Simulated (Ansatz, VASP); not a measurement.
# One calculation of CuI, two programs

```
Cu I
1.0
     0.00000    2.76042    2.76042
     2.76042    0.00000    2.76042
     2.76042    2.76042    0.00000
Cu I
1 1
Direct
  0.00000 0.00000 0.00000
  0.50000 0.50000 0.50000
```

Alike in both runs: functional LDA; k mesh 13 × 13 × 13; occupations fermi-dirac, width 0.08 eV; no spin polarisation.

Ansatz relaxed the structure, and its values are those at the end. VASP's run is a single point on that final structure, the one shown.

|  | VASP | Ansatz |
| --- | --- | --- |
| version | VASP 6.6.1 | Ansatz 0.2.0 |
| potentials or method | VASP PAW LDA potentials, release 64 (Cu, I) | PAW with Ansatz's default frozen-core files, scalar-relativistic |
| plane-wave cutoff (eV) | 520 | 420 |
| valence electrons in the cell | 18 | 36 |

|  | VASP | Ansatz | Ansatz less VASP |
| --- | --- | --- | --- |
| pressure (GPa) | 0.1 | 0.0 | -0.12 |

LDA's correlation is that of Perdew and Zunger in VASP and of Perdew and Wang (1992) in Ansatz. VASP's potentials hold 18 valence electrons a cell and Ansatz's 36, so a difference there can come from the potentials and not from the codes.

Neither program's run includes spin-orbit coupling.
